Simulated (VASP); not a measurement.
## Sb2Se3: relaxation of cell and atoms with PBE

Sb2Se3:

```xyz
10
Lattice="0.0000 5.2620 5.2620 5.2620 0.0000 5.2620 5.2620 5.2620 0.0000" Properties=species:S:1:pos:R:3 pbc="T T T"
Sb    1.3155    1.3155    1.3155
Sb    3.9465    3.9465    1.3155
Sb    3.9465    1.3155    3.9465
Sb    1.3155    3.9465    3.9465
Se    6.5775    6.5775    6.5775
Se    3.9465    3.9465    6.5775
Se    3.9465    6.5775    3.9465
Se    6.5775    3.9465    3.9465
Se    0.0000    0.0000    0.0000
Se    2.6310    2.6310    2.6310
```

The cell was built from a structure type or drawn by symmetry, and may not be a known phase.

- Program: VASP 6.6.1
- Task: relaxation of cell and atoms
- Functional: PBE
- Potentials or basis: VASP PAW PBE potentials, release 64 (Sb, Se)
- Cutoff: 500 eV
- k mesh: 2 × 2 × 2
- Occupations: gaussian, width 0.15 eV
- Spin: no spin polarisation
- Dipole correction: no
- Further INCAR settings: ALGO = Normal; EDIFF = 1e-07; IBRION = 2; EDIFFG = -0.08; NSW = 36; ISIF = 3

The relaxed volume is 40.39 Å³/atom and the relaxed cell is a = 8.297 Å, b = 8.297 Å, c = 8.297 Å, α = 60.00°, β = 60.00°, γ = 60.00°. The space group after relaxing (to 0.1 Å) is Fd-3m (No. 227) and the energy gained by relaxing is 468.3 meV/atom. The ionic steps are 3 and the pressure after relaxing is 0.3 GPa. The band gap on the k mesh is zero (bands 28 and 29 overlap by 0.01 eV).

The path:
```tsv
step	energy change (eV)	largest force (eV/Å)	pressure (GPa)	volume (Å³)
1	0.0000	0.0000	17.60	291.39
2	-4.4454	0.0000	-1.77	448.34
3	-4.6829	0.0000	0.27	403.91
```

Final structure:
```
Sb Se
1.0
     0.00000    5.86704    5.86704
     5.86704    0.00000    5.86704
     5.86704    5.86704    0.00000
Sb Se
4 6
Direct
  0.12500 0.12500 0.12500
  0.12500 0.12500 0.62500
  0.12500 0.62500 0.12500
  0.62500 0.12500 0.12500
  0.62500 0.62500 0.62500
  0.62500 0.62500 0.12500
  0.62500 0.12500 0.62500
  0.12500 0.62500 0.62500
  0.00000 0.00000 0.00000
  0.25000 0.25000 0.25000
```

Levels at points of the mesh, in eV from the Fermi level:
```
           k point  band 26  band 27  band 28  band 29  band 30  band 31
(0.00, 0.00, 0.00)     0.07     0.07     0.07     0.40     0.40     0.69
(0.50, 0.00, 0.00)    -0.35    -0.35    -0.12     0.13     0.13     0.20
(0.50, 0.50, 0.00)    -0.62    -0.48    -0.48     0.06     0.06     0.24
```

It took 2.2 min on 1 thread of Intel(R) Xeon(R) 6975P-C (Granite Rapids), on a shared host, peak memory 0.41 GiB.

Caveat: the k points lie up to 0.46 Å⁻¹ apart in the final cell; the volume moved by over 15 % at a fixed basis, so the end points are rough; spin-orbit coupling is left out, which moves the levels of the heavy elements.
